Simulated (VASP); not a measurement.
# Au in VASP: notebook, part 2 of 2

VASP 6.6.1. Earlier steps stand in the parts before.

### Step 3. Single point, PBEsol (atom 1 (Au) moved by (+0.100, -0.100) A along y and z)

INCAR

```
SYSTEM = Au
  PREC = Accurate
  ENCUT = 520
  EDIFF = 1E-6
  ISMEAR = 0
  SIGMA = 0.15
  LREAL = .False.
  LASPH = .True.
  NELM = 60
  ALGO = Fast
  ISIF = 2
  LWAVE = .False.
  LCHARG = .False.
  GGA = PS
  NBANDS = 18
```

KPOINTS

```
regular mesh
0
Gamma
  18 18 10
  0 0 0
```

POSCAR

```
Au
1.0
    2.8999984104      0.0000000000      0.0000000000
   -1.4499992052      2.5114722944      0.0000000000
    0.0000000000      0.0000000000      4.8800000000
Au
2
Direct
    0.3532419742      0.7064839484      0.7295081967
    0.6666666667      0.3333333333      0.2500000000
```

Potentials or basis: VASP PAW PBE potentials, release 64 (Au).

On the command line:

```bash
cat potpaw_PBE.64/Au/POTCAR > POTCAR
mpirun -np 1 vasp_std > vasp.out
```

OUTCAR:

```text
SYSTEM = Au
   PREC = Accurate
   ENCUT = 520
   EDIFF = 1E-6
   ISMEAR = 0
   LREAL = .False.
   LASPH = .True.
   NELM = 60
   ISIF = 2
   GGA = PS

 ion  position               nearest neighbor table
   1  0.353  0.706  0.730-   2 2.82   2 2.91   2 2.91   2 2.99   2 3.07   2 3.07
   2  0.667  0.333  0.250-   1 2.82   1 2.91   1 2.91   1 2.99   1 3.07   1 3.07

  LATTYP: Found a hexagonal cell.
 ALAT       =     2.8999984104
 C/A-ratio  =     1.6827595431

  Lattice vectors:

 A1 = (   2.8999984104,   0.0000000000,   0.0000000000)
 A2 = (  -1.4499992052,   2.5114722944,   0.0000000000)
 A3 = (   0.0000000000,   0.0000000000,   4.8800000000)

Analysis of symmetry for initial positions (statically):
=====================================================================
 Subroutine PRICEL returns:
 Original cell was already a primitive cell.

 Routine SETGRP: Setting up the symmetry group for a
 hexagonal supercell.

 Subroutine GETGRP returns: Found  4 space group operations
 (whereof  2 operations were pure point group operations)
 out of a pool of 24 trial point group operations.

The static configuration has the point symmetry C_1h.
 The point group associated with its full space group is C_2h.

Analysis of symmetry for dynamics (positions and initial velocities):
=====================================================================
 Subroutine PRICEL returns:
 Original cell was already a primitive cell.

 Routine SETGRP: Setting up the symmetry group for a
 hexagonal supercell.

 Subroutine GETGRP returns: Found  4 space group operations
 (whereof  2 operations were pure point group operations)
 out of a pool of 24 trial point group operations.

The dynamic configuration has the point symmetry C_1h.
 The point group associated with its full space group is C_2h.

 Subroutine INISYM returns: Found  4 space group operations
 (whereof  2 operations are pure point group operations),
 and found     1 'primitive' translations

[... 115 lines left out ...]
  volume/ion in A,a.u.               =      17.77       119.93
  Fermi-wavevector in a.u.,A,eV,Ry     =   1.395191  2.636529 26.484537  1.946559
  Thomas-Fermi vector in A             =   2.518667
   LORBIT       =      0    0 simple, 1 ext, 2 COOP (PROOUT), +10 PAW based schemes
   GGA     = PS    functional components
   LHFCALC =     F    Hartree Fock is set to
   AEXX    =    0.0000 exact exchange contribution
   IVDW    =     0    specifies the selected vdW correction
   LEPSILON=     F    determine dielectric tensor
   LRPA    =     F    only Hartree local field effects (RPA)
 non-spin polarized calculation
 RMM-DIIS sequential band-by-band and
 Gauss-broadening in eV      SIGMA  =   0.15
  energy-cutoff  :      520.00
  volume of cell :       35.54
 maximum number of plane-waves:       984
 NGX is ok and might be reduce to    24
   NGX = 11   NGY = 11   NGZ = 19

 number of electron      22.0000002 magnetization

 Free energy of the ion-electron system (eV)
  ---------------------------------------------------
  ext. energy  EPLUGINS =         0.00000000
  ---------------------------------------------------
  free energy    TOTEN  =        -7.76846538 eV

  energy without entropy =       -7.75835795  energy(sigma->0) =       -7.76341166

 E-fermi :   8.5558     XC(G=0): -12.6315

 val. band max:        8.5541945037   @ k =   0.5000  -0.4444   0.2000
 cond. band min:       8.5565005699   @ k =  -0.1667  -0.0556   0.2000
 fundamental gap:      0.0023060662
 Fermi energy:         8.5558085709

 k-point     1 :       0.0000    0.0000    0.0000
  band No.  band energies     occupation
      1      -0.9058      2.00000
      2       1.5245      2.00000
      3       3.9349      2.00000
      4       4.1911      2.00000
      5       4.2402      2.00000
      6       4.4504      2.00000
[... 481 lines left out ...]
      5       4.4513      2.00000
      6       4.5525      2.00000
[... 10 lines left out ...]
     17      25.0563      0.00000
     18      26.3802      0.00000

 [... further k-points ...]

------------------------ aborting loop because EDIFF is reached ----------------------------------------

  FORCE on cell =-STRESS in cart. coord.  units (eV):
  Direction    XX          YY          ZZ          XY          YZ          ZX
  --------------------------------------------------------------------------------------
  -------------------------------------------------------------------------------------
  Total       -1.3794777     -1.2797007     -1.1405640      0.0000000     -0.1088929      0.0000000
  in kB      -62.1840917    -57.6863427    -51.4143414      0.0000000     -4.9086716      0.0000000
  external PRESSURE =     -57.0949253 kB  Pullay stress =       0.0000000 kB

 VOLUME and BASIS-vectors are now :
 -----------------------------------------------------------------------------
  energy-cutoff  :      520.00
  volume of cell :       35.54
      direct lattice vectors                 reciprocal lattice vectors
     2.899998410  0.000000000  0.000000000     0.344827775  0.199086409  0.000000000
    -1.449999205  2.511472294  0.000000000     0.000000000  0.398172818  0.000000000
     0.000000000  0.000000000  4.880000000     0.000000000  0.000000000  0.204918033

 POSITION                                       TOTAL-FORCE (eV/Angst)
 -----------------------------------------------------------------------------------
      0.00000      1.77431      3.56000        -0.000000     -0.060125      0.600930
      1.45000      0.83716      1.22000         0.000000      0.060125     -0.600930
 -----------------------------------------------------------------------------------
    total drift:                               -0.000000     -0.000003     -0.000002

  FREE ENERGIE OF THE ION-ELECTRON SYSTEM (eV)
  ---------------------------------------------------
  free  energy   TOTEN  =        -7.7684653793 eV

  energy  without entropy=       -7.7583579473  energy(sigma->0) =       -7.76341166
```

OSZICAR:

```text
N       E                     dE             d eps       ncg     rms          rms(c)
DAV:   1     0.121785020632E+03    0.12179E+03   -0.11677E+04 31216   0.118E+03
DAV:   2    -0.632091525831E+01   -0.12811E+03   -0.12218E+03 32962   0.259E+02
DAV:   3    -0.843915642045E+01   -0.21182E+01   -0.21054E+01 36478   0.336E+01
DAV:   4    -0.844833935900E+01   -0.91829E-02   -0.91817E-02 34404   0.233E+00
DAV:   5    -0.844842286913E+01   -0.83510E-04   -0.83510E-04 34550   0.238E-01    0.121E+01
RMM:   6    -0.781017399733E+01    0.63825E+00   -0.11552E+00 31179   0.797E+00    0.762E+00
RMM:   7    -0.777379085501E+01    0.36383E-01   -0.12693E-01 32134   0.281E+00    0.356E+00
RMM:   8    -0.776861703416E+01    0.51738E-02   -0.15472E-02 32602   0.952E-01    0.559E-01
RMM:   9    -0.776846123022E+01    0.15580E-03   -0.12780E-03 34467   0.269E-01    0.134E-01
RMM:  10    -0.776846690382E+01   -0.56736E-05   -0.18206E-04 34622   0.937E-02    0.796E-02
RMM:  11    -0.776846536342E+01    0.15404E-05   -0.29846E-05 34256   0.363E-02    0.483E-03
RMM:  12    -0.776846537929E+01   -0.15873E-07   -0.56172E-06 28416   0.145E-02
   1 F= -.77684654E+01 E0= -.77634117E+01  d E =-.101074E-01
```

stdout:

```text
POSCAR found type information on POSCAR Au
 POSCAR found :  1 types and       2 ions
 scaLAPACK will be used
 -----------------------------------------------------------------------------
|                                                                             |
|                                                                             |
|     You enforced a specific xc type in the INCAR file but a different       |
|     I HOPE YOU KNOW WHAT YOU ARE DOING!                                     |
|                                                                             |
 -----------------------------------------------------------------------------

 LDA part: xc-table for (Slater+PW92), standard interpolation
 POSCAR, INCAR and KPOINTS ok, starting setup
 FFT: planning ... GRIDC
 FFT: planning ... GRID_SOFT
 FFT: planning ... GRID
 WAVECAR not read
 entering main loop
```

Run time: 2.1 min. Hardware: 1 thread of Intel Xeon 6975P-C (Granite Rapids), shared host; peak memory 0.53 GiB.

What came out:

| Quantity | Value |
| --- | --- |
| Free energy | -7.7685 eV |
| Pressure | -5.7 GPa |
| Largest force | 0.604 eV/Å |
| Band gap on the k mesh | zero (band 11 reaches 12.56 eV, above the bottom of band 12 at 6.17 eV) |

Forces in eV/Å, atoms in the order of the input:
```
Au   0.000 -0.060  0.601
Au   0.000  0.060 -0.601
```

Caveat: the cell differs from its parent crystal (atom 1 (Au) moved by (+0.100, -0.100) A along y and z); the PAW data sets were made with another functional, which shifts forces and pressure a little; spin-orbit coupling is left out, which moves the levels of the heavy elements.

### Step 4. Single point, PBEsol (atom 1 (Au) moved by (+0.000, -0.200) A along y and z)

INCAR

```
PREC     = Accurate       # precision mode
ENCUT    = 520            # plane-wave cutoff, eV
EDIFF    = 1E-6           # SCF threshold, eV
ISMEAR   = 0              # smearing method
SIGMA    = 0.15           # smearing width, eV
LREAL    = F              # projectors in reciprocal space
LASPH    = T              # aspherical terms in the spheres
NELM     = 100            # most SCF steps
ALGO     = Fast           # electronic algorithm
ISIF     = 2              # what is computed and relaxed
LWAVE    = F              # write WAVECAR
LCHARG   = T              # write CHGCAR
GGA      = PS             # functional
LELF     = T              # ELF
LVHAR    = T            
NBANDS   = 18             # bands
```

KPOINTS

```
regular mesh
0
Gamma
  18 18 10
```

Changes to POSCAR since step 3:

```diff
@@ -8,3 +8,3 @@
 Direct
-    0.3532419742      0.7064839484      0.7295081967
+    0.3333333333      0.6666666667      0.7090163934
     0.6666666667      0.3333333333      0.2500000000
```

On the command line:

```bash
cat potpaw_PBE.64/Au/POTCAR > POTCAR
mpirun -np 1 vasp_std > vasp.out
```

Wall time 64 s (1 thread of Intel Xeon 6975P-C (Granite Rapids), shared host); peak memory 0.29 GiB.

Results (log left out):

* Free energy: -7.6800 eV
* Pressure: -3.3 GPa
* Largest force: 1.254 eV/Å
* Band gap on the k mesh: zero (band 11 reaches 12.63 eV, above the bottom of band 12 at 6.30 eV)

Forces in eV/Å, atoms in the order of the input:
```
Au   0.000  0.000  1.254
Au   0.000  0.000 -1.254
```

Stress tensor (GPa, compression positive):
```
-4.08  0.00  0.00
 0.00 -4.08  0.00
 0.00  0.00 -1.81
```

Levels at points of the mesh, in eV from the Fermi level:
| k point | band 7 | band 8 | band 9 | band 10 | band 11 | band 12 | band 13 | band 14 | band 15 | band 16 |
| --- | --- | --- | --- | --- | --- | --- | --- | --- | --- | --- |
| (0.00, 0.00, 0.00) | -4.20 | -3.34 | -3.34 | -2.05 | -2.05 | -0.92 | 2.31 | 14.52 | 16.03 | 16.71 |
| (0.50, 0.00, 0.00) | -3.46 | -1.88 | -1.85 | -1.61 | 0.36 | 1.49 | 5.46 | 6.91 | 7.46 | 10.22 |
| (0.00, 0.00, 0.50) | -4.44 | -4.36 | -2.76 | -2.76 | -2.28 | -2.28 | 9.01 | 11.71 | 14.70 | 15.01 |
| (0.50, 0.00, 0.50) | -2.41 | -2.24 | -1.79 | -1.66 | 0.32 | 0.72 | 3.54 | 4.04 | 12.45 | 12.88 |

Caveat: the cell differs from its parent crystal (atom 1 (Au) moved by (+0.000, -0.200) A along y and z); the PAW data sets were made with another functional, which shifts forces and pressure a little; spin-orbit coupling is left out, which moves the levels of the heavy elements.

### Step 5. Single point, PBEsol (atom 1 (Au) moved by (-0.100, -0.200) A along y and z)

INCAR

```
SYSTEM = Au
PREC = Accurate
ENCUT = 520
EDIFF = 1E-6
ISMEAR = 0
SIGMA = 0.15
LREAL = .False.
LASPH = .True.
NELM = 60
ALGO = Fast
ISIF = 2
LWAVE = .False.
LCHARG = .True.
GGA = PS
LELF = .True.
LVHAR = .True.
NBANDS = 18
```

KPOINTS

```
regular mesh
0
Gamma
  18 18 10
  0 0 0
```

Changes to POSCAR since step 4:

```diff
@@ -8,3 +8,3 @@
 Direct
-    0.3333333333      0.6666666667      0.7090163934
+    0.3134246924      0.6268493849      0.7090163934
     0.6666666667      0.3333333333      0.2500000000
```

Potentials or basis: VASP PAW PBE potentials, release 64 (Au).

On the command line:

```bash
cat potpaw_PBE.64/Au/POTCAR > POTCAR
mpirun -np 1 vasp_std > vasp.out
```

OUTCAR:

```text
SYSTEM = Au
   PREC = Accurate
   ENCUT = 520
   EDIFF = 1E-6
   ISMEAR = 0
   LREAL = .False.
   LASPH = .True.
   NELM = 60
   ISIF = 2
   GGA = PS

 ion  position               nearest neighbor table
   1  0.313  0.627  0.709-   2 2.77   2 2.77   2 2.86   2 3.10   2 3.10   2 3.18
   2  0.667  0.333  0.250-   1 2.77   1 2.77   1 2.86   1 3.10   1 3.10   1 3.18

  LATTYP: Found a hexagonal cell.
 ALAT       =     2.8999984104
 C/A-ratio  =     1.6827595431

  Lattice vectors:

 A1 = (   2.8999984104,   0.0000000000,   0.0000000000)
 A2 = (  -1.4499992052,   2.5114722944,   0.0000000000)
 A3 = (   0.0000000000,   0.0000000000,   4.8800000000)

Analysis of symmetry for initial positions (statically):
=====================================================================
 Subroutine PRICEL returns:
 Original cell was already a primitive cell.

 Routine SETGRP: Setting up the symmetry group for a
 hexagonal supercell.

 Subroutine GETGRP returns: Found  4 space group operations
 (whereof  2 operations were pure point group operations)
 out of a pool of 24 trial point group operations.

The static configuration has the point symmetry C_1h.
 The point group associated with its full space group is C_2h.
[... 163 lines left out ...]

 E-fermi :   8.5778     XC(G=0): -12.6166

 val. band max:        8.5777013834   @ k =   0.5000  -0.4444   0.3000
 cond. band min:       8.5806908370   @ k =  -0.2222   0.1111   0.2000
 fundamental gap:      0.0029894537
 Fermi energy:         8.5778008672

 k-point     1 :       0.0000    0.0000    0.0000
  band No.  band energies     occupation
      1      -0.9493      2.00000
      2       1.4732      2.00000
      3       3.9640      2.00000
      4       4.1328      2.00000
      5       4.1884      2.00000
      6       4.3955      2.00000
[... 481 lines left out ...]
      5       4.3428      2.00000
      6       4.5735      2.00000
[... 10 lines left out ...]
     17      25.5862      0.00000
     18      26.0714      0.00000

 [... further k-points ...]

------------------------ aborting loop because EDIFF is reached ----------------------------------------

  FORCE on cell =-STRESS in cart. coord.  units (eV):
  Direction    XX          YY          ZZ          XY          YZ          ZX
  --------------------------------------------------------------------------------------
  -------------------------------------------------------------------------------------
  Total       -0.8116808     -0.9905892     -0.3587506      0.0000000      0.1742101      0.0000000
  in kB      -36.5889451    -44.6537786    -16.1717596      0.0000000      7.8530431      0.0000000
  external PRESSURE =     -32.4714944 kB  Pullay stress =       0.0000000 kB

 VOLUME and BASIS-vectors are now :
 -----------------------------------------------------------------------------
  energy-cutoff  :      520.00
  volume of cell :       35.54
      direct lattice vectors                 reciprocal lattice vectors
     2.899998410  0.000000000  0.000000000     0.344827775  0.199086409  0.000000000
    -1.449999205  2.511472294  0.000000000     0.000000000  0.398172818  0.000000000
     0.000000000  0.000000000  4.880000000     0.000000000  0.000000000  0.204918033

 POSITION                                       TOTAL-FORCE (eV/Angst)
 -----------------------------------------------------------------------------------
     -0.00000      1.57431      3.46000        -0.000000      0.058923      1.273957
      1.45000      0.83716      1.22000         0.000000     -0.058923     -1.273957
 -----------------------------------------------------------------------------------
    total drift:                                0.000000      0.000003      0.000001

  FREE ENERGIE OF THE ION-ELECTRON SYSTEM (eV)
  ---------------------------------------------------
  free  energy   TOTEN  =        -7.6768025024 eV

  energy  without entropy=       -7.6667033117  energy(sigma->0) =       -7.67175291
```

OSZICAR:

```text
N       E                     dE             d eps       ncg     rms          rms(c)
DAV:   1     0.122266650998E+03    0.12227E+03   -0.11682E+04 31176   0.118E+03
DAV:   2    -0.622867006267E+01   -0.12850E+03   -0.12259E+03 33016   0.260E+02
DAV:   3    -0.833993869829E+01   -0.21113E+01   -0.20987E+01 36614   0.337E+01
DAV:   4    -0.834928264957E+01   -0.93440E-02   -0.93428E-02 34346   0.235E+00
DAV:   5    -0.834937041037E+01   -0.87761E-04   -0.87761E-04 34894   0.244E-01    0.126E+01
RMM:   6    -0.772003769952E+01    0.62933E+00   -0.11256E+00 31179   0.788E+00    0.795E+00
RMM:   7    -0.768223834290E+01    0.37799E-01   -0.13491E-01 32130   0.287E+00    0.355E+00
RMM:   8    -0.767692418051E+01    0.53142E-02   -0.16858E-02 32735   0.999E-01    0.493E-01
RMM:   9    -0.767680393285E+01    0.12025E-03   -0.12832E-03 34466   0.267E-01    0.127E-01
RMM:  10    -0.767680783519E+01   -0.39023E-05   -0.20124E-04 34669   0.101E-01    0.782E-02
RMM:  11    -0.767680572381E+01    0.21114E-05   -0.52690E-05 34195   0.512E-02    0.304E-02
RMM:  12    -0.767680219535E+01    0.35285E-05   -0.22901E-05 33573   0.348E-02    0.564E-03
RMM:  13    -0.767680250238E+01   -0.30703E-06   -0.25520E-06 26060   0.100E-02
   1 F= -.76768025E+01 E0= -.76717529E+01  d E =-.100992E-01
```

Wall time 10 min (1 thread of Oxide Virtual Turin-like, shared host); peak memory 0.5 GiB.

Results:

- Free energy: -7.6768 eV
- Pressure: -3.2 GPa
- Largest force: 1.275 eV/Å
- Band gap on the k mesh: zero (band 11 reaches 12.53 eV, above the bottom of band 12 at 6.30 eV)

Forces in eV/Å, atoms in the order of the input:
```
Au   0.000  0.059  1.274
Au   0.000 -0.059 -1.274
```

Stress tensor (GPa, compression positive):
```
-3.66  0.00  0.00
 0.00 -4.47  0.79
 0.00  0.79 -1.62
```

Caveat: the cell differs from its parent crystal (atom 1 (Au) moved by (-0.100, -0.200) A along y and z); the PAW data sets were made with another functional, which shifts forces and pressure a little; spin-orbit coupling is left out, which moves the levels of the heavy elements.

### Step 6. Single point, PBEsol (atom 1 (Au) moved by (+0.100, -0.200) A along y and z)

INCAR

```
PREC = Accurate
ENCUT = 520
EDIFF = 1E-6
ISMEAR = 0
SIGMA = 0.15
LREAL = F
LASPH = T
NELM = 80
ALGO = Fast
ISIF = 2
LWAVE = F
LCHARG = T
GGA = PS
LELF = T
LVHAR = T
NBANDS = 18
```

KPOINTS

```
regular mesh
0
Gamma
  18 18 10
```

Changes to POSCAR since step 5:

```diff
@@ -8,3 +8,3 @@
 Direct
-    0.3134246924      0.6268493849      0.7090163934
+    0.3532419742      0.7064839484      0.7090163934
     0.6666666667      0.3333333333      0.2500000000
```

Potentials or basis: VASP PAW PBE potentials, release 64 (Au).

On the command line:

```bash
cat potpaw_PBE.64/Au/POTCAR > POTCAR
mpirun -np 1 vasp_std > vasp.out
```

It took 8.7 min on 1 thread of Oxide Virtual Turin-like, shared host; peak memory 0.49 GiB.

It converged, with:

| Quantity | Value |
| --- | --- |
| Free energy | -7.6756 eV |
| Pressure | -3.2 GPa |
| Largest force | 1.281 eV/Å |
| Band gap on the k mesh | zero (band 11 reaches 12.53 eV, above the bottom of band 12 at 6.31 eV) |

Forces on the atoms (eV/Å):
```
Au   0.000 -0.095  1.278
Au   0.000  0.095 -1.278
```

Stress tensor (GPa, compression positive):
```
-4.48  0.00  0.00
 0.00 -3.64 -1.05
 0.00 -1.05 -1.54
```

Levels at points of the mesh, in eV from the Fermi level:
| k point | band 8 | band 9 | band 10 | band 11 | band 12 | band 13 | band 14 | band 15 |
| --- | --- | --- | --- | --- | --- | --- | --- | --- |
| (0.00, 0.00, 0.00) | -3.47 | -3.19 | -2.21 | -1.92 | -0.92 | 2.32 | 14.51 | 16.03 |
| (0.50, 0.00, 0.00) | -1.90 | -1.82 | -1.63 | 0.27 | 1.56 | 5.35 | 7.03 | 7.21 |
| (0.00, 0.50, 0.00) | -1.91 | -1.88 | -1.59 | 0.54 | 1.34 | 5.68 | 6.67 | 7.98 |
| (0.00, 0.00, 0.50) | -4.28 | -2.87 | -2.67 | -2.30 | -2.27 | 9.01 | 11.71 | 14.72 |
| (0.50, 0.00, 0.50) | -2.32 | -1.77 | -1.67 | 0.40 | 0.83 | 3.46 | 3.99 | 12.49 |
| (0.00, 0.50, 0.50) | -2.05 | -1.82 | -1.65 | 0.18 | 0.51 | 3.68 | 4.11 | 12.36 |

Caveat: the cell differs from its parent crystal (atom 1 (Au) moved by (+0.100, -0.200) A along y and z); the PAW data sets were made with another functional, which shifts forces and pressure a little; spin-orbit coupling is left out, which moves the levels of the heavy elements.
